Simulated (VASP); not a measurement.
Input of a VASP 6.6.1 run:

The input INCAR:

```
PREC = Accurate ; ENCUT = 520
EDIFF = 1E-7 ; ISMEAR = -1
SIGMA = 0.1 ; LREAL = False
LASPH = True ; NELM = 100
ALGO = Normal ; ISIF = 2
LWAVE = False ; LCHARG = False
GGA = PE ; NBANDS = 11
```

The input KPOINTS:

```
regular mesh
0
Gamma
  15 15 15
```

Contents of POSCAR:

```
Ba
1.0
   -2.4785349975      2.4785349975      2.4785349975
    2.4785349975     -2.4785349975      2.4785349975
    2.4785349975      2.4785349975     -2.4785349975
Ba
1
Direct
    0.0000000000      0.0000000000      0.0000000000
```

Potentials or basis: VASP PAW PBE potentials, release 64 (Ba_sv).

Command:

```sh
$ cat potpaw_PBE.64/Ba_sv/POTCAR > POTCAR
$ mpirun -np 1 vasp_std > vasp.out
```

Problem. Estimate the pressure.

Solution. 0.4 GPa.

Problem. Predict the band gap on the k mesh.

Solution. Zero (band 5 reaches 2.21 eV, above the bottom of band 6 at 1.20 eV).

Caveat: spin-orbit coupling is left out, which moves the levels of the heavy elements.
